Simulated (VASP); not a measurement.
Write the native input for VASP 6.6.1 that does the following.

```
Task                   : single point
Functional             : PBEsol
Potentials or basis    : VASP PAW PBE potentials, release 64 (Ti_sv, Al)
Cutoff                 : 520 eV
k mesh                 : 16 × 16 × 16
Occupations            : gaussian, width 0.15 eV
Spin                   : no spin polarisation
Dipole correction      : no
Further INCAR settings : ALGO = Fast; EDIFF = 1e-06; NBANDS = 14
```

The structure of TiAl lies in POSCAR:

```
TiAl
1.0
    2.9247388800      0.0000000000      0.0000000000
    0.0000000000      2.9247388800      0.0000000000
    0.0000000000      0.0000000000      3.4333891200
Ti Al
1 1
Direct
    0.0000000000      0.0000000000      0.0000000000
    0.5000000000      0.5000000000      0.5000000000
```

This cell differs from its parent crystal: strain -0.080 along x and y, +0.080 along z.

One way to write it, as run:

INCAR

```
PREC = Accurate
ENCUT = 520
EDIFF = 1E-6
ISMEAR = 0
SIGMA = 0.15
LREAL = F
LASPH = T
NELM = 80
ALGO = Fast
ISIF = 2
LWAVE = F
LCHARG = T
GGA = PS
LELF = T
LVHAR = T
NBANDS = 14
```

KPOINTS

```
Automatic mesh
0
Gamma
  16 16 16
```

Potentials or basis: VASP PAW PBE potentials, release 64 (Ti_sv, Al).

Command:

```console
$ cat potpaw_PBE.64/Ti_sv/POTCAR potpaw_PBE.64/Al/POTCAR > POTCAR
$ mpirun -np 1 vasp_std > vasp.out
```

Results of the run:

| Property | Result |
| --- | --- |
| Pressure | 9.5 GPa |
| Band gap on the k mesh | zero (an odd number of electrons rules out a gap without spin polarisation) |

Caveat: the cell differs from its parent crystal (strain -0.080 along x and y, +0.080 along z); the cell stands under pressure; the PAW data sets were made with another functional, which shifts forces and pressure a little.

It took 5.7 min on 1 thread of Intel Xeon 8259CL, on a shared host, peak memory 0.29 GiB.
